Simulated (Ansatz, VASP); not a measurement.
## One calculation of TiAl, two programs

The input INCAR:

```
PREC = Accurate
ENCUT = 500
EDIFF = 1E-6
ISMEAR = 0
SIGMA = 0.15
LREAL = False
LASPH = True
NELM = 120
ALGO = Normal
ISIF = 2
LWAVE = False
LCHARG = False
GGA = PS
NBANDS = 14
GGA_COMPAT = False
```

File KPOINTS:

```
Automatic mesh
0
Gamma
  24 24 14
```

Contents of POSCAR:

```
TiAl
1.0
    2.8018806494      0.0000000000      0.0000000000
   -1.4009403247      2.4264998208      0.0000000000
    0.0000000000      0.0000000000      4.7726872940
Ti Al
1 1
Direct
    0.0000000000      0.0000000000      0.0000000000
    0.3333333333      0.6666666667      0.5000000000
```

Input for Ansatz:

```yaml
crystal:
  lattice:
    - [2.8018806494, 0.0, 0.0]
    - [-1.4009403247, 2.4264998208, 0.0]
    - [0.0, 0.0, 4.772687294]
  atoms:
    - { symbol: Ti, position: [0.0, 0.0, 0.0] }
    - { symbol: Al, position: [0.3333333333, 0.6666666667, 0.5] }
basis:
  ecutwfc: 420
kpoints:
  mp_grid: { grid: [24, 24, 14] }
hamiltonian:
  xc: pbesol
scf:
  occupations: { method: gaussian, width: 0.15 }
output:
  forces: true
  stress: true
  eigenvalues: true
```

Alike in both runs: task single point; functional PBEsol; k mesh 24 × 24 × 14; occupations gaussian, width 0.15 eV; no spin polarisation.

|  | VASP | Ansatz |
| --- | --- | --- |
| version | VASP 6.6.1 | Ansatz 0.2.0 |
| potentials or method | VASP PAW PBE potentials, release 64 (Ti_sv, Al), cutoff 500 eV | scalar-relativistic, plane waves, PAW |
| valence electrons in the cell | 15 | 15 |

|  | VASP | Ansatz | Ansatz less VASP |
| --- | --- | --- | --- |
| gap on the k mesh at the Fermi level (eV) | none | none | - |
| pressure (GPa) | -0.4 | -0.4 | +0.02 |
| traceless stress, the component that is largest in VASP (GPa) | -5.30 | -5.37 | -0.070 |

VASP's potentials were made for PBE, not for PBEsol. A gap of «none» marks a metal or a gap that the smearing closes.
